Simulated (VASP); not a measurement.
Input of a VASP 6.6.1 run:

INCAR

```
SYSTEM = BN
ALGO = Normal
EDIFF = 1E-7
EDIFFG = -0.01
ENCUT = 600
GGA = PE
IBRION = 2
ISIF = 4
ISMEAR = 0
IVDW = 12
LASPH = .TRUE.
LCHARG = .FALSE.
LREAL = .FALSE.
LWAVE = .FALSE.
NELM = 60
NSW = 50
PREC = Accurate
SIGMA = 0.02
```

KPOINTS

```
k-points
0
G
  12 12 4
  0 0 0
```

Contents of POSCAR:

```
BN
1.0
    2.5323380256      0.0000000000      0.0000000000
   -1.2661690128      2.1930690611      0.0000000000
    0.0000000000      0.0000000000      6.8682233262
B N
2 2
Direct
    0.3333333333      0.6666666667      0.2500000000
    0.6666666667      0.3333333333      0.7500000000
    0.3333333333      0.6666666667      0.7500000000
    0.6666666667      0.3333333333      0.2500000000
```

Potentials or basis: VASP PAW PBE potentials, release 64 (B, N).

Run with:

```bash
$ cat potpaw_PBE.64/B/POTCAR potpaw_PBE.64/N/POTCAR > POTCAR
$ mpirun -np 1 vasp_std > vasp.out
```

Q: What does it give for the dispersion energy per atom?

A: -0.132 eV.

Q: Estimate the band gap on the k mesh.

A: 4.34 eV (least direct gap 4.64 eV).

Final structure:
```xyz
4
Lattice="2.5104 0.0000 0.0000 -1.2552 2.1741 0.0000 0.0000 0.0000 6.9887" Properties=species:S:1:pos:R:3 pbc="T T T"
B     0.0000    1.4494    1.7472
B     1.2552    0.7247    5.2415
N     0.0000    1.4494    5.2415
N     1.2552    0.7247    1.7472
```

A k mesh can miss the band edges.
